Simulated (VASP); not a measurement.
# Ti in VASP: single point with PBE

Aim: the single point of Ti with PBE.

Everything below comes from runs of VASP 6.6.1. Logs are shortened: lines on timing, memory, paths and dates and some standing lists are left out, and cuts for length are marked.

**1. The cell of the first run**

The cell holds a slab with vacuum, 12 atoms: a = 5.815 Å, b = 5.815 Å, c = 20.748 Å, α = 90.00°, β = 90.00°, γ = 120.00°.

**2. Single point, PBE**

INCAR reads:

```
PREC     = Accurate       # precision mode
ENCUT    = 520            # plane-wave cutoff, eV
EDIFF    = 1E-7           # SCF threshold, eV
ISMEAR   = 0              # smearing method
SIGMA    = 0.1            # smearing width, eV
LREAL    = F              # projectors in reciprocal space
LASPH    = T              # aspherical terms in the spheres
NELM     = 80             # most SCF steps
ALGO     = Normal         # electronic algorithm
ISIF     = 2              # what is computed and relaxed
LWAVE    = F              # write WAVECAR
LCHARG   = F              # write CHGCAR
LDIPOL   = T            
IDIPOL   = 3            
DIPOL    = 0.5 0.5 0.494
GGA      = PE             # functional
NBANDS   = 84             # bands
```

KPOINTS reads:

```
regular mesh
0
Gamma
  4 4 1
```

POSCAR reads:

```
Ti
1.0
    5.8152957309      0.0000000000      0.0000000000
   -2.9076478655      5.0361938335      0.0000000000
    0.0000000000      0.0000000000     20.7481690814
Ti
12
Direct
    0.3333333333      0.1666666667      0.3855761908
    0.3333333333      0.6666666667      0.3855761908
    0.8333333333      0.1666666667      0.3855761908
    0.8333333333      0.6666666667      0.3855761908
    0.6666666667      0.3333333333      0.4938088457
    0.6666666667      0.8333333333      0.4938088457
    0.1666666667      0.3333333333      0.4938088457
    0.1666666667      0.8333333333      0.4938088457
    0.0000000000      0.5000000000      0.6020453220
    0.0000000000      0.0000000000      0.6020453220
    0.5000000000      0.5000000000      0.6020453220
    0.5000000000      0.0000000000      0.6020453220
```

Potentials or basis: VASP PAW PBE potentials, release 64 (Ti_sv).

The run is started by

```console
cat potpaw_PBE.64/Ti_sv/POTCAR > POTCAR
mpirun -np 1 vasp_std > vasp.out
```

OUTCAR:

```text
PREC = Accurate
   ENCUT = 520
   EDIFF = 1E-7
   ISMEAR = 0
   LREAL = F
   LASPH = T
   NELM = 80
   ISIF = 2
   GGA = PE

 ion  position               nearest neighbor table
   1  0.333  0.167  0.386-   7 2.80   5 2.80   8 2.80   4 2.91   4 2.91   3 2.91   3 2.91   2 2.91
                             2 2.91
   2  0.333  0.667  0.386-   8 2.80   6 2.80   7 2.80   3 2.91   3 2.91   4 2.91   4 2.91   1 2.91
                             1 2.91
   3  0.833  0.167  0.386-   5 2.80   7 2.80   6 2.80   2 2.91   2 2.91   1 2.91   1 2.91   4 2.91
                             4 2.91
   4  0.833  0.667  0.386-   6 2.80   8 2.80   5 2.80   1 2.91   1 2.91   2 2.91   2 2.91   3 2.91
                             3 2.91
   5  0.667  0.333  0.494-   3 2.80   1 2.80   4 2.80   9 2.80  12 2.80  11 2.80   8 2.91   8 2.91
                             7 2.91   7 2.91   6 2.91   6 2.91
   6  0.667  0.833  0.494-   4 2.80   2 2.80   3 2.80  10 2.80  11 2.80  12 2.80   7 2.91   7 2.91
                             8 2.91   8 2.91   5 2.91   5 2.91
   7  0.167  0.333  0.494-   1 2.80   3 2.80   2 2.80  11 2.80  10 2.80   9 2.80   6 2.91   6 2.91
                             5 2.91   5 2.91   8 2.91   8 2.91
   8  0.167  0.833  0.494-   2 2.80   4 2.80   1 2.80  12 2.80   9 2.80  10 2.80   5 2.91   5 2.91
                             6 2.91   6 2.91   7 2.91   7 2.91
   9  0.000  0.500  0.602-   5 2.80   8 2.80   7 2.80  12 2.91  12 2.91  11 2.91  11 2.91  10 2.91
[... 14 lines left out ...]
 A1 = (   5.8152957309,   0.0000000000,   0.0000000000)
 A2 = (  -2.9076478655,   5.0361938335,   0.0000000000)
 A3 = (   0.0000000000,   0.0000000000,  20.7481690814)

Analysis of symmetry for initial positions (statically):
=====================================================================
 Subroutine PRICEL returns following result:

  LATTYP: Found a hexagonal cell.
 ALAT       =     2.9076478654
 C/A-ratio  =     7.1357227703

  Lattice vectors:

 A1 = (   2.9076478654,   0.0000000000,   0.0000000000)
 A2 = (  -1.4538239327,   2.5180969167,   0.0000000000)
 A3 = (   0.0000000000,   0.0000000000,  20.7481690814)

   4 primitive cells build up your supercell.

 Routine SETGRP: Setting up the symmetry group for a
 hexagonal supercell.

 Subroutine GETGRP returns: Found 12 space group operations
 (whereof  6 operations were pure point group operations)
 out of a pool of 24 trial point group operations.

The static configuration has the point symmetry C_3v.
 The point group associated with its full space group is D_3d.

Analysis of symmetry for dynamics (positions and initial velocities):
=====================================================================
 Subroutine PRICEL returns following result:

  LATTYP: Found a hexagonal cell.
 ALAT       =     2.9076478654
 C/A-ratio  =     7.1357227703

  Lattice vectors:

 A1 = (   2.9076478654,   0.0000000000,   0.0000000000)
 A2 = (  -1.4538239327,   2.5180969167,   0.0000000000)
 A3 = (   0.0000000000,   0.0000000000,  20.7481690814)

   4 primitive cells build up your supercell.

 Routine SETGRP: Setting up the symmetry group for a
 hexagonal supercell.

 Subroutine GETGRP returns: Found 12 space group operations
 (whereof  6 operations were pure point group operations)
 out of a pool of 24 trial point group operations.

The dynamic configuration has the point symmetry C_3v.
 The point group associated with its full space group is D_3d.

 Subroutine INISYM returns: Found 12 space group operations
 (whereof  6 operations are pure point group operations),
 and found     4 'primitive' translations

----------------------------------------------------------------------------------------

                                     Primitive cell

  volume of cell :     151.9127

  direct lattice vectors                    reciprocal lattice vectors
     2.907647865  0.000000000  0.000000000     0.343920601  0.198562651  0.000000000
    -1.453823933  2.518096917  0.000000000     0.000000000  0.397125303  0.000000000
     0.000000000  0.000000000 20.748169081     0.000000000  0.000000000  0.048197024

  length of vectors
     2.907647865  2.907647865 20.748169081     0.397125303  0.397125303  0.048197024

  position of ions in fractional coordinates (direct lattice)
     0.666666667  0.333333333  0.385576191
     0.333333333  0.666666667  0.493808846
     1.000000000  0.000000000  0.602045322

  ion indices of the primitive-cell ions
   primitive index   ion index
                 1           1
                 2           7
                 3          12

----------------------------------------------------------------------------------------

 KPOINTS: regular mesh

Automatic generation of k-mesh.
 Grid dimensions read from file:
 generate k-points for:    4    4    1

 Generating k-lattice:

  Cartesian coordinates                     Fractional coordinates (reciprocal lattice)
     0.042990075  0.024820331  0.000000000     0.250000000  0.000000000  0.000000000
     0.000000000  0.049640663  0.000000000     0.000000000  0.250000000  0.000000000
     0.000000000  0.000000000  0.048197024     0.000000000  0.000000000  1.000000000

  Length of vectors
     0.049640663  0.049640663  0.048197024

  Shift w.r.t. Gamma in fractional coordinates (k-lattice)
     0.000000000  0.000000000  0.000000000

 Subroutine IBZKPT returns following result:
 ===========================================

 Found      4 irreducible k-points:

 Following reciprocal coordinates:
            Coordinates               Weight
  0.000000  0.000000  0.000000      1.000000
  0.250000  0.000000  0.000000      6.000000
  0.500000  0.000000  0.000000      3.000000
  0.250000  0.250000  0.000000      6.000000
   k-points           NKPTS =      4   k-points in BZ     NKDIM =      4   number of bands    NBANDS=     84
   number of dos      NEDOS =    301   number of ions     NIONS =     12
   total plane-waves  NPLWV = 368640
   dimension x,y,z NGX =    48 NGY =   48 NGZ =  160
   dimension x,y,z NGXF=    96 NGYF=   96 NGZF=  320
   ions per type =              12
   NGX,Y,Z   is equivalent  to a cutoff of  13.72, 13.72, 12.82 a.u.
   NGXF,Y,Z  is equivalent  to a cutoff of  27.44, 27.44, 25.64 a.u.
 SYSTEM =  unknown system
   PREC   = accura    normal or accurate (medium, high low for compatibility)
   ISTART =      0    job   : 0-new  1-cont  2-samecut
   ICHARG =      2    charge: 1-file 2-atom 10-const
   ISPIN  =      1    spin polarized calculation?
   LNONCOLLINEAR =      F non collinear calculations
   LSORBIT =      F    spin-orbit coupling
   LASPH  =      T    aspherical Exc in radial PAW
   ENCUT  =  520.0 eV  38.22 Ry    6.18 a.u.  10.81 10.81 38.58*2*pi/ulx,y,z
   NELM   =     80;   NELMIN=  2; NELMDL= -5     # of ELM steps
   EDIFF  = 0.1E-06   stopping-criterion for ELM
   LREAL  =      F    real-space projection
   EDIFFG = 0.1E-05   stopping-criterion for IOM
   NSW    =      0    number of steps for IOM
   IBRION =     -1    ionic relax: 0-MD 1-quasi-New 2-CG
   NFREE  =      0    steps in history (QN), initial steepest desc. (CG)
   ISIF   =      2    stress and relaxation
   ISYM   =      2    0-nonsym 1-usesym 2-fastsym
   POTIM  = 0.5000    time-step for ionic-motion
   TEBEG  =    0.0;   TEEND  =   0.0 temperature during run
   PSTRESS=    0.0 pullay stress
   NELECT =     144.0000    total number of electrons
   NUPDOWN=      -1.0000    fix difference up-down
   EMIN   =  10.00;   EMAX   =-10.00  energy-range for DOS
   EFERMI =   0.00;   METHOD = LEGACY
   ISMEAR =     0;   SIGMA  =   0.10  broadening in eV -4-tet -1-fermi 0-gaus
   EFERMI_NEDOS =   21; number of points for ismear=-14 and -15
   IALGO  =     38    algorithm
   IMIX   =      4    mixing-type and parameters
     AMIX     =   0.40;   BMIX     =  1.00
     AMIX_MAG =   1.60;   BMIX_MAG =  1.00
  volume/ion in A,a.u.               =      50.64       341.72
  Fermi-wavevector in a.u.,A,eV,Ry     =   1.013081  1.914446 13.964119  1.026334
  Thomas-Fermi vector in A             =   2.146229
   LORBIT       =      0    0 simple, 1 ext, 2 COOP (PROOUT), +10 PAW based schemes
   GGA     = PE    functional components
   LHFCALC =     F    Hartree Fock is set to
   AEXX    =    0.0000 exact exchange contribution
   IVDW    =     0    specifies the selected vdW correction
   LEPSILON=     F    determine dielectric tensor
   LRPA    =     F    only Hartree local field effects (RPA)
 non-spin polarized calculation
 Gauss-broadening in eV      SIGMA  =   0.10
  energy-cutoff  :      520.00
  volume of cell :      607.65
 maximum number of plane-waves:     16375
 NGX is ok and might be reduce to    48
   NGX = 21   NGY = 21   NGZ = 77

 dipolmoment           0.000000      0.000000     -0.000001 electrons x Angstroem

 number of electron     143.9999972 magnetization

 dipolmoment           0.000000      0.000000      0.001341 electrons x Angstroem

 Free energy of the ion-electron system (eV)
  ---------------------------------------------------
  ext. energy  EPLUGINS =         0.00000000
  ---------------------------------------------------
  free energy    TOTEN  =       -86.61976276 eV

  energy without entropy =      -86.50564511  energy(sigma->0) =      -86.56270394

 E-fermi :  -0.0030     XC(G=0):  -4.8708

 val. band max:       -0.0425860043   @ k =   0.5000   0.0000   0.0000
 cond. band min:       0.0466944038   @ k =   0.2500   0.0000   0.0000
 fundamental gap:      0.0892804081
 Fermi energy:        -0.0029559442

 k-point     1 :       0.0000    0.0000    0.0000
  band No.  band energies     occupation
      1     -56.8859      2.00000
      2     -56.8710      2.00000
      3     -56.7962      2.00000
      4     -56.7962      2.00000
      5     -56.7962      2.00000
      6     -56.7879      2.00000
[... 337 lines left out ...]
     83       0.9392      0.00000
     84       0.9414      0.00000

------------------------ aborting loop because EDIFF is reached ----------------------------------------

 vacuum level on the upper side and lower side of the slab       (xc-potential included)        -0.106        -0.114

  FORCE on cell =-STRESS in cart. coord.  units (eV):
  Direction    XX          YY          ZZ          XY          YZ          ZX
  --------------------------------------------------------------------------------------
  -------------------------------------------------------------------------------------
  Total       -2.3473604     -2.3473604     -0.3101245      0.0000000      0.0000000      0.0000000
  in kB       -6.1892258     -6.1892258     -0.8176976      0.0000000      0.0000000      0.0000000
  external PRESSURE =      -4.3987164 kB  Pullay stress =       0.0000000 kB

 VOLUME and BASIS-vectors are now :
 -----------------------------------------------------------------------------
  energy-cutoff  :      520.00
  volume of cell :      607.65
      direct lattice vectors                 reciprocal lattice vectors
     5.815295731  0.000000000  0.000000000     0.171960300  0.099281326  0.000000000
    -2.907647865  5.036193833  0.000000000     0.000000000  0.198562651  0.000000000
     0.000000000  0.000000000 20.748169081     0.000000000  0.000000000  0.048197024

 POSITION                                       TOTAL-FORCE (eV/Angst)
 -----------------------------------------------------------------------------------
      1.45382      0.83937      8.00000        -0.000000     -0.000000      0.013268
     -0.00000      3.35746      8.00000        -0.000000     -0.000000      0.013268
      4.36147      0.83937      8.00000         0.000000     -0.000000      0.013268
      2.90765      3.35746      8.00000         0.000000     -0.000000      0.013268
      2.90765      1.67873     10.24563        -0.000000      0.000000     -0.000000
      1.45382      4.19683     10.24563         0.000000     -0.000000      0.000000
      0.00000      1.67873     10.24563         0.000000      0.000000     -0.000000
     -1.45382      4.19683     10.24563         0.000000     -0.000000      0.000000
     -1.45382      2.51810     12.49134        -0.000000      0.000000     -0.013268
      0.00000      0.00000     12.49134        -0.000000      0.000000     -0.013268
      1.45382      2.51810     12.49134        -0.000000      0.000000     -0.013268
      2.90765      0.00000     12.49134         0.000000      0.000000     -0.013268
 -----------------------------------------------------------------------------------
    total drift:                                0.000000     -0.000000      0.477914

  FREE ENERGIE OF THE ION-ELECTRON SYSTEM (eV)
  ---------------------------------------------------
  free  energy   TOTEN  =       -86.6197627606 eV

  energy  without entropy=      -86.5056451117  energy(sigma->0) =      -86.56270394

 vacuum level on the upper side and lower side of the slab         4.473         4.464
```

It took 25 min on 1 thread of Intel Xeon 8259CL, shared host; peak memory 0.79 GiB.

Results:

| Item | Value |
| --- | --- |
| Free energy | -86.6198 eV |
| Largest force | 0.013 eV/Å |
| Band gap on the k mesh | zero (bands 72 and 73 overlap by 0.67 eV) |

Forces on the atoms (eV/Å):
```
Ti   0.000  0.000  0.013
Ti   0.000  0.000  0.013
Ti   0.000  0.000  0.013
Ti   0.000  0.000  0.013
Ti   0.000  0.000  0.000
Ti   0.000  0.000  0.000
Ti   0.000  0.000  0.000
Ti   0.000  0.000  0.000
Ti   0.000  0.000 -0.013
Ti   0.000  0.000 -0.013
Ti   0.000  0.000 -0.013
Ti   0.000  0.000 -0.013
```
